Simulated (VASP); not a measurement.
# WS2 (P6_3/mmc) in VASP: settings compared

The runs below take WS2 through single point, with PBE, LDA.

All numbers are computed with VASP 6.6.1; they aren't measurements. Logs are shortened: lines on timing, memory, paths and dates and some standing lists are left out, and cuts for length are marked.

## Step 1: The cell of the first run

It takes space group P6_3/mmc (No. 194, hexagonal). Conventional cell: a = 3.180 Å, b = 3.180 Å, c = 12.500 Å, α = 90.00°, β = 90.00°, γ = 120.00°. W (site symmetry -6m2) has 6 S at 2.45 Å and 6 W at 3.18 Å within 3.2 Å. Within 3.2 Å of S (site symmetry 3m) lie 3 W at 2.45 Å and 6 S at 3.18 Å.

## Step 2: Single point, PBE

INCAR

```
SYSTEM = WS2
ALGO     = Normal         ! electronic algorithm
EDIFF    = 1E-6           ! SCF threshold, eV
ENCUT    = 520            ! plane-wave cutoff, eV
GGA      = PE             ! functional
ISIF     = 2              ! what is computed and relaxed
ISMEAR   = 0              ! smearing method
LASPH    = .True.         ! aspherical terms in the spheres
LCHARG   = .True.         ! write CHGCAR
LELF     = .True.         ! ELF
LREAL    = .False.        ! projectors in reciprocal space
LVHAR    = .True.       
LWAVE    = .False.        ! write WAVECAR
NBANDS   = 35             ! bands
NELM     = 60             ! most SCF steps
PREC     = Accurate       ! precision mode
SIGMA    = 0.1            ! smearing width, eV
```

KPOINTS

```
k-points
0
Gamma
  6 6 2
  0 0 0
```

POSCAR

```
WS2
1.0
    3.1799996605      0.0000000000      0.0000000000
   -1.5899998303      2.7539604900      0.0000000000
    0.0000000000      0.0000000000     12.5000000000
W S
2 4
Direct
    0.3333333333      0.6666666667      0.2500000000
    0.6666666667      0.3333333333      0.7500000000
    0.3333333333      0.6666666667      0.6200000000
    0.6666666667      0.3333333333      0.1200000000
    0.3333333333      0.6666666667      0.8800000000
    0.6666666667      0.3333333333      0.3800000000
```

Potentials or basis: VASP PAW PBE potentials, release 64 (W_sv, S).

Started as:

```console
cat potpaw_PBE.64/W_sv/POTCAR potpaw_PBE.64/S/POTCAR > POTCAR
mpirun -np 1 vasp_std > vasp.out
```

OUTCAR:

```text
SYSTEM = WS2
   EDIFF = 1E-6
   ENCUT = 520
   GGA = PE
   ISIF = 2
   ISMEAR = 0
   LASPH = .True.
   LREAL = .False.
   NELM = 60
   PREC = Accurate

 ion  position               nearest neighbor table
   1  0.333  0.667  0.250-   4 2.45   6 2.45   4 2.45   6 2.45   4 2.45   6 2.45
   2  0.667  0.333  0.750-   3 2.45   5 2.45   3 2.45   5 2.45   3 2.45   5 2.45
   3  0.333  0.667  0.620-   2 2.45   2 2.45   2 2.45
   4  0.667  0.333  0.120-   1 2.45   1 2.45   1 2.45
   5  0.333  0.667  0.880-   2 2.45   2 2.45   2 2.45
   6  0.667  0.333  0.380-   1 2.45   1 2.45   1 2.45

  LATTYP: Found a hexagonal cell.
 ALAT       =     3.1799996605
 C/A-ratio  =     3.9308180297

  Lattice vectors:

 A1 = (   3.1799996605,   0.0000000000,   0.0000000000)
 A2 = (  -1.5899998303,   2.7539604900,   0.0000000000)
 A3 = (   0.0000000000,   0.0000000000,  12.5000000000)

Analysis of symmetry for initial positions (statically):
=====================================================================
 Subroutine PRICEL returns:
 Original cell was already a primitive cell.

 Routine SETGRP: Setting up the symmetry group for a
 hexagonal supercell.

 Subroutine GETGRP returns: Found 24 space group operations
 (whereof 12 operations were pure point group operations)
 out of a pool of 24 trial point group operations.

The static configuration has the point symmetry D_3d.
 The point group associated with its full space group is D_6h.

Analysis of symmetry for dynamics (positions and initial velocities):
=====================================================================
 Subroutine PRICEL returns:
 Original cell was already a primitive cell.

 Routine SETGRP: Setting up the symmetry group for a
 hexagonal supercell.

 Subroutine GETGRP returns: Found 24 space group operations
 (whereof 12 operations were pure point group operations)
 out of a pool of 24 trial point group operations.

The dynamic configuration has the point symmetry D_3d.
 The point group associated with its full space group is D_6h.

 Subroutine INISYM returns: Found 24 space group operations
 (whereof 12 operations are pure point group operations),
 and found     1 'primitive' translations

----------------------------------------------------------------------------------------

                                     Primitive cell

  volume of cell :     109.4699

  direct lattice vectors                    reciprocal lattice vectors
     3.179999661  0.000000000  0.000000000     0.314465442  0.181556708  0.000000000
    -1.589999830  2.753960490  0.000000000     0.000000000  0.363113416  0.000000000
     0.000000000  0.000000000 12.500000000     0.000000000  0.000000000  0.080000000

  length of vectors
     3.179999661  3.179999661 12.500000000     0.363113416  0.363113416  0.080000000

  position of ions in fractional coordinates (direct lattice)
     0.333333333  0.666666667  0.250000000
     0.666666667  0.333333333  0.750000000
     0.333333333  0.666666667  0.620000000
     0.666666667  0.333333333  0.120000000
     0.333333333  0.666666667  0.880000000
     0.666666667  0.333333333  0.380000000

  ion indices of the primitive-cell ions
   primitive index   ion index
                 1           1
                 2           2
                 3           3
                 4           4
                 5           5
                 6           6

----------------------------------------------------------------------------------------

 KPOINTS: k-points

Automatic generation of k-mesh.
 Grid dimensions read from file:
 generate k-points for:    6    6    2

 Generating k-lattice:

  Cartesian coordinates                     Fractional coordinates (reciprocal lattice)
     0.052410907  0.030259451  0.000000000     0.166666667  0.000000000  0.000000000
     0.000000000  0.060518903  0.000000000     0.000000000  0.166666667  0.000000000
     0.000000000  0.000000000  0.040000000     0.000000000  0.000000000  0.500000000

  Length of vectors
     0.060518903  0.060518903  0.040000000

  Shift w.r.t. Gamma in fractional coordinates (k-lattice)
     0.000000000  0.000000000  0.000000000

 Subroutine IBZKPT returns following result:
 ===========================================

 Found     14 irreducible k-points:

 Following reciprocal coordinates:
            Coordinates               Weight
  0.000000  0.000000  0.000000      1.000000
  0.166667 -0.000000  0.000000      6.000000
  0.333333 -0.000000  0.000000      6.000000
  0.500000 -0.000000  0.000000      3.000000
  0.166667  0.166667  0.000000      6.000000
  0.333333  0.166667  0.000000     12.000000
  0.333333  0.333333  0.000000      2.000000
  0.000000  0.000000  0.500000      1.000000
  0.166667 -0.000000  0.500000      6.000000
  0.333333 -0.000000  0.500000      6.000000
  0.500000 -0.000000  0.500000      3.000000
  0.166667  0.166667  0.500000      6.000000
  0.333333  0.166667  0.500000     12.000000
  0.333333  0.333333  0.500000      2.000000
   k-points           NKPTS =     14   k-points in BZ     NKDIM =     14   number of bands    NBANDS=     35
   number of dos      NEDOS =    301   number of ions     NIONS =      6
   total plane-waves  NPLWV =  55296
   dimension x,y,z NGX =    24 NGY =   24 NGZ =   96
   dimension x,y,z NGXF=    48 NGYF=   48 NGZF=  192
   ions per type =               2   4
   NGX,Y,Z   is equivalent  to a cutoff of  12.55, 12.55, 12.77 a.u.
   NGXF,Y,Z  is equivalent  to a cutoff of  25.09, 25.09, 25.54 a.u.
 SYSTEM =  WS2
   PREC   = accura    normal or accurate (medium, high low for compatibility)
   ISTART =      0    job   : 0-new  1-cont  2-samecut
   ICHARG =      2    charge: 1-file 2-atom 10-const
   ISPIN  =      1    spin polarized calculation?
   LNONCOLLINEAR =      F non collinear calculations
   LSORBIT =      F    spin-orbit coupling
   LASPH  =      T    aspherical Exc in radial PAW
   ENCUT  =  520.0 eV  38.22 Ry    6.18 a.u.   5.91  5.91 23.24*2*pi/ulx,y,z
   NELM   =     60;   NELMIN=  2; NELMDL= -5     # of ELM steps
   EDIFF  = 0.1E-05   stopping-criterion for ELM
   LREAL  =      F    real-space projection
   EDIFFG = 0.1E-04   stopping-criterion for IOM
   NSW    =      0    number of steps for IOM
   IBRION =     -1    ionic relax: 0-MD 1-quasi-New 2-CG
   NFREE  =      0    steps in history (QN), initial steepest desc. (CG)
   ISIF   =      2    stress and relaxation
   ISYM   =      2    0-nonsym 1-usesym 2-fastsym
   POTIM  = 0.5000    time-step for ionic-motion
   TEBEG  =    0.0;   TEEND  =   0.0 temperature during run
   PSTRESS=    0.0 pullay stress
   NELECT =      52.0000    total number of electrons
   NUPDOWN=      -1.0000    fix difference up-down
   EMIN   =  10.00;   EMAX   =-10.00  energy-range for DOS
   EFERMI =   0.00;   METHOD = LEGACY
   ISMEAR =     0;   SIGMA  =   0.10  broadening in eV -4-tet -1-fermi 0-gaus
   EFERMI_NEDOS =   21; number of points for ismear=-14 and -15
   IALGO  =     38    algorithm
   IMIX   =      4    mixing-type and parameters
     AMIX     =   0.40;   BMIX     =  1.00
     AMIX_MAG =   1.60;   BMIX_MAG =  1.00
  volume/ion in A,a.u.               =      18.24       123.12
  Fermi-wavevector in a.u.,A,eV,Ry     =   1.277353  2.413848 22.199692  1.631631
  Thomas-Fermi vector in A             =   2.409958
   LORBIT       =      0    0 simple, 1 ext, 2 COOP (PROOUT), +10 PAW based schemes
   GGA     = PE    functional components
   LHFCALC =     F    Hartree Fock is set to
   AEXX    =    0.0000 exact exchange contribution
   IVDW    =     0    specifies the selected vdW correction
   LEPSILON=     F    determine dielectric tensor
   LRPA    =     F    only Hartree local field effects (RPA)
 non-spin polarized calculation
 Gauss-broadening in eV      SIGMA  =   0.10
  energy-cutoff  :      520.00
  volume of cell :      109.47
 maximum number of plane-waves:      2976
 NGX is ok and might be reduce to    24
   NGX = 11   NGY = 11   NGZ = 47

 number of electron      52.0000006 magnetization

 Free energy of the ion-electron system (eV)
  ---------------------------------------------------
  ext. energy  EPLUGINS =         0.00000000
  ---------------------------------------------------
  free energy    TOTEN  =       -47.15858541 eV

  energy without entropy =      -47.15858541  energy(sigma->0) =      -47.15858541

 E-fermi :   7.4546     XC(G=0): -10.8541

 val. band max:        6.9579159558   @ k =   0.0000   0.0000   0.0000
 cond. band min:       7.9651322087   @ k =   0.1667   0.1667   0.0000
 fundamental gap:      1.0072162529
 Fermi energy:         7.4546493759

 k-point     1 :       0.0000    0.0000    0.0000
  band No.  band energies     occupation
      1     -67.5677      2.00000
      2     -67.5676      2.00000
      3     -31.7829      2.00000
      4     -31.7829      2.00000
      5     -31.6156      2.00000
      6     -31.6156      2.00000
[... 27 lines left out ...]
     34       9.4596      0.00000
     35      11.7674      0.00000

 k-point     2 :       0.1667   -0.0000    0.0000
  band No.  band energies     occupation
      1     -67.5635      2.00000
      2     -67.5635      2.00000
      3     -31.7684      2.00000
      4     -31.7684      2.00000
      5     -31.6977      2.00000
      6     -31.6977      2.00000
[... 27 lines left out ...]
     34      10.0745      0.00000
     35      13.2285      0.00000

 k-point     3 :       0.3333   -0.0000    0.0000
  band No.  band energies     occupation
      1     -67.5553      2.00000
      2     -67.5553      2.00000
      3     -31.8585      2.00000
      4     -31.8585      2.00000
      5     -31.7394      2.00000
      6     -31.7393      2.00000
[... 27 lines left out ...]
     34      10.9344      0.00000
     35      12.6981      0.00000
[... 343 lines left out ...]
 k-point    13 :       0.3333    0.1667    0.5000
  band No.  band energies     occupation
      1     -67.5512      2.00000
      2     -67.5512      2.00000
      3     -31.8970      2.00000
      4     -31.8970      2.00000
      5     -31.7340      2.00000
      6     -31.7340      2.00000
[... 27 lines left out ...]
     34      11.1586      0.00000
     35      12.7733      0.00000

 k-point    14 :       0.3333    0.3333    0.5000
  band No.  band energies     occupation
      1     -67.5491      2.00000
      2     -67.5491      2.00000
      3     -31.8543      2.00000
      4     -31.8543      2.00000
      5     -31.8270      2.00000
      6     -31.8270      2.00000
[... 27 lines left out ...]
     34      11.6503      0.00000
     35      13.3081      0.00000

------------------------ aborting loop because EDIFF is reached ----------------------------------------

  FORCE on cell =-STRESS in cart. coord.  units (eV):
  Direction    XX          YY          ZZ          XY          YZ          ZX
  --------------------------------------------------------------------------------------
  -------------------------------------------------------------------------------------
  Total       -1.4208786     -1.4208786     -4.7769158      0.0000000      0.0000000      0.0000000
  in kB      -20.7956626    -20.7956626    -69.9138751      0.0000000      0.0000000      0.0000000
  external PRESSURE =     -37.1684001 kB  Pullay stress =       0.0000000 kB

 VOLUME and BASIS-vectors are now :
 -----------------------------------------------------------------------------
  energy-cutoff  :      520.00
  volume of cell :      109.47
      direct lattice vectors                 reciprocal lattice vectors
     3.179999661  0.000000000  0.000000000     0.314465442  0.181556708  0.000000000
    -1.589999830  2.753960490  0.000000000     0.000000000  0.363113416  0.000000000
     0.000000000  0.000000000 12.500000000     0.000000000  0.000000000  0.080000000

 POSITION                                       TOTAL-FORCE (eV/Angst)
 -----------------------------------------------------------------------------------
     -0.00000      1.83597      3.12500        -0.000000      0.000000      0.000000
      1.59000      0.91799      9.37500         0.000000     -0.000000      0.000000
     -0.00000      1.83597      7.75000         0.000000      0.000000      1.052876
      1.59000      0.91799      1.50000        -0.000000      0.000000      1.052876
     -0.00000      1.83597     11.00000         0.000000     -0.000000     -1.052876
      1.59000      0.91799      4.75000        -0.000000     -0.000000     -1.052876
 -----------------------------------------------------------------------------------
    total drift:                               -0.000000      0.000000     -0.000000

  FREE ENERGIE OF THE ION-ELECTRON SYSTEM (eV)
  ---------------------------------------------------
  free  energy   TOTEN  =       -47.1585854063 eV

  energy  without entropy=      -47.1585854063  energy(sigma->0) =      -47.15858541
```

Wall time 46 s (1 thread of Intel Xeon Platinum 8259CL at 2.50GHz (Skylake/Cascade Lake), shared host); peak memory 0.24 GiB.

Results:

- Free energy: -47.1586 eV
- Pressure: -3.7 GPa
- Largest force: 1.053 eV/Å
- Band gap on the k mesh: 1.01 eV, indirect (least direct gap 1.87 eV)

Forces on the atoms (eV/Å):
```
W    0.000  0.000  0.000
W    0.000  0.000  0.000
S    0.000  0.000  1.053
S    0.000  0.000  1.053
S    0.000  0.000 -1.053
S    0.000  0.000 -1.053
```

Stress tensor (GPa, compression positive):
```
-2.08  0.00  0.00
 0.00 -2.08  0.00
 0.00  0.00 -6.99
```

Caveat: spin-orbit coupling is left out, which moves the levels of the heavy elements; this functional lacks dispersion, which binds the layers, so the pressure and a relaxed spacing across them are unreliable; forces of over 1 eV/Å act on the atoms, so gaps and moduli don't describe the material at rest.

(Part 1 of 2 ends here.)
